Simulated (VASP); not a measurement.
RbBr:

```
Rb Br
1.0
     4.12608    0.00000    0.00000
     0.00000    4.12608    0.00000
     0.00000    0.00000    4.12608
Rb Br
1 1
Direct
  0.00000 0.00000 0.00000
  0.50000 0.50000 0.50000
```

- Program: VASP 6.6.1
- Task: relaxation of cell and atoms
- Functional: LDA
- Potentials or basis: VASP PAW LDA potentials, release 64 (Rb_sv, Br)
- Cutoff: 600 eV
- k mesh: 6 × 6 × 6
- Occupations: gaussian, width 0.02 eV
- Spin: no spin polarisation

At the start: pressure -1.9 GPa; volume 35.12 Å³/atom.

**Question.** Where does the relaxation end?

**Answer.** Over 4 steps the energy falls by 25.7 meV/atom and the volume is 31.32 Å³/atom (-10.8 %); space group Pm-3m (No. 221, to 0.05 Å).

The path:
```csv
step,energy change (eV),largest force (eV/Å),pressure (GPa),volume (Å³)
1,0.0000,0.0000,-1.93,70.24
2,-0.0399,0.0000,-1.03,66.03
3,-0.0513,0.0000,-0.12,63.02
4,-0.0514,0.0000,0.00,62.63
```

Final structure:
```
Rb Br
1.0
     3.97133    0.00000    0.00000
     0.00000    3.97133    0.00000
     0.00000    0.00000    3.97133
Rb Br
1 1
Direct
  0.00000 0.00000 0.00000
  0.50000 0.50000 0.50000
```
